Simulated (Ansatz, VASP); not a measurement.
## BP: VASP beside Ansatz

Contents of INCAR:

```
SYSTEM = BP
PREC     = Accurate       ! precision mode
ENCUT    = 520            ! plane-wave cutoff, eV
EDIFF    = 1E-6           ! SCF threshold, eV
ISMEAR   = 0              ! smearing method
SIGMA    = 0.02           ! smearing width, eV
LREAL    = .False.        ! projectors in reciprocal space
LASPH    = .True.         ! aspherical terms in the spheres
NELM     = 100            ! most SCF steps
ALGO     = Normal         ! electronic algorithm
ISIF     = 2              ! what is computed and relaxed
LWAVE    = .False.        ! write WAVECAR
LCHARG   = .False.        ! write CHGCAR
GGA      = PE             ! functional
NBANDS   = 11             ! bands
```

The input KPOINTS:

```
regular mesh
0
Gamma
  10 10 10
  0 0 0
```

File POSCAR:

```
BP
1.0
    0.0000000000      2.2511791207      2.2511791207
    2.2511791207      0.0000000000      2.2511791207
    2.2511791207      2.2511791207      0.0000000000
B P
1 1
Direct
    0.0000000000      0.0000000000      0.0000000000
    0.2500000000      0.2500000000      0.2500000000
```

Input for Ansatz:

```yaml
crystal:
  lattice:
    - [0.0, 2.2511791207, 2.2511791207]
    - [2.2511791207, 0.0, 2.2511791207]
    - [2.2511791207, 2.2511791207, 0.0]
  atoms:
    - { symbol: B, position: [0.0, 0.0, 0.0] }
    - { symbol: P, position: [0.25, 0.25, 0.25] }
basis:
  ecutwfc: 420
kpoints:
  mp_grid: { grid: [10, 10, 10] }
hamiltonian:
  xc: pbe
scf:
  occupations: { method: gaussian, width: 0.02 }
output:
  forces: true
  stress: true
  eigenvalues: true
```

Alike in both runs: task single point; functional PBE; k mesh 10 × 10 × 10; occupations gaussian, width 0.02 eV; no spin polarisation.

```csv
,VASP,Ansatz
version,VASP 6.6.1,Ansatz 0.2.0
potentials or method,"VASP PAW PBE potentials, release 64 (B, P), cutoff 520 eV","scalar-relativistic, plane waves, PAW"
valence electrons in the cell,8,8
```

|  | VASP | Ansatz | Ansatz less VASP |
| --- | --- | --- | --- |
| gap on the k mesh at the Fermi level (eV) | 1.21 | 1.21 | +0.004 |
| least direct gap on the mesh (eV) | 3.44 | 3.44 | +0.004 |
| pressure (GPa) | 5.0 | 5.2 | +0.26 |
